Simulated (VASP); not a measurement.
Set up this calculation in VASP 6.6.1, as the native input.

- Task: single point
- Functional: PBE
- Potentials or basis: VASP PAW PBE potentials, release 64 (Y_sv, Hf_pv, F)
- Cutoff: 520 eV
- k mesh: 6 × 6 × 4
- Occupations: gaussian, width 0.1 eV
- Spin: no spin polarisation
- Dipole correction: no
- Further INCAR settings: ALGO = Normal; EDIFF = 1e-06; NBANDS = 28

The structure of Y2HfF lies in POSCAR:

```
Y2HfF
1.0
    5.1286483300      0.0000000000      0.0000000000
   -2.5643241600      4.4415397400      0.0000000000
    0.0000000000      0.0000000000      4.1528997600
Y Hf F
2 1 1
Direct
    0.3333333300      0.6666666700      0.5975020500
    0.6666666700      0.3333333300      0.5975020500
    0.0000000000      0.0000000000      0.2943271400
    0.0000000000      0.0000000000      0.6513731600
```

The input as run:

INCAR

```
SYSTEM = Y2HfF
  PREC = Accurate
  ENCUT = 520
  EDIFF = 1E-6
  ISMEAR = 0
  SIGMA = 0.1
  LREAL = .FALSE.
  LASPH = .TRUE.
  NELM = 100
  ALGO = Normal
  ISIF = 2
  LWAVE = .FALSE.
  LCHARG = .TRUE.
  GGA = PE
  LELF = .TRUE.
  LVHAR = .TRUE.
  NBANDS = 28
```

KPOINTS

```
Automatic mesh
0
G
  6 6 4
  0 0 0
```

Potentials or basis: VASP PAW PBE potentials, release 64 (Y_sv, Hf_pv, F).

Run with:

```bash
$ cat potpaw_PBE.64/Y_sv/POTCAR potpaw_PBE.64/Hf_pv/POTCAR potpaw_PBE.64/F/POTCAR > POTCAR
$ mpirun -np 1 vasp_std > vasp.out
```

It gave:

```yaml
Pressure: 38.3 GPa
Largest_force: 35.709 eV/Å
```

Caveat: the k points lie up to 0.38 Å⁻¹ apart; an odd number of electrons without spin polarisation forces a metal; a magnetic or distorted state may lie lower.

It took 77 s on 1 thread of Intel(R) Xeon(R) Platinum 8488C (Sapphire Rapids) (shared host), peak memory 0.26 GiB.
